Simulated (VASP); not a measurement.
Runs of VASP 6.6.1 on PbS. The structure is that of space group C2/m (No. 12), or close to it. The cells are those of the table. 

```tsv
task	cell	cutoff (eV)	gap on the mesh (eV)	largest force (eV/Å)
single point	a = 4.171, b = 4.171, c = 11.760 Å, angles 93.8, 93.8, 89.2°, 4 atoms	520	1.36	0.51
electric field gradients	a = 4.109, b = 4.151, c = 11.749 Å, angles 93.0, 93.7, 89.2°, 4 atoms	520	(b)	0.41
single point	a = 4.254, b = 4.254, c = 11.762 Å, angles 93.9, 93.9, 89.2°, 4 atoms	520	(a)	0.69
electric field gradients	a = 4.184, b = 4.184, c = 11.914 Å, angles 93.7, 93.7, 89.2°, 4 atoms	400	1.32	0.67
electric field gradients	a = 4.047, b = 4.047, c = 11.757 Å, angles 93.7, 93.7, 89.2°, 4 atoms	520	1.07	0.18
```

Alike in all rows: level PBE; potentials or basis VASP PAW PBE potentials, release 64 (Pb_d, S); no spin polarisation; k mesh 7 × 7 × 3; smearing fermi-dirac 0.01 eV.

Q: Estimate the missing entries.

A: (a) 1.54; (b) 1.27.

Caveats: there is no dipole correction, which matters where the two faces differ; spin-orbit coupling is left out, which moves the levels of the heavy elements.

A k mesh can miss the band edges, and the runs leave out spin-orbit coupling on Pb.
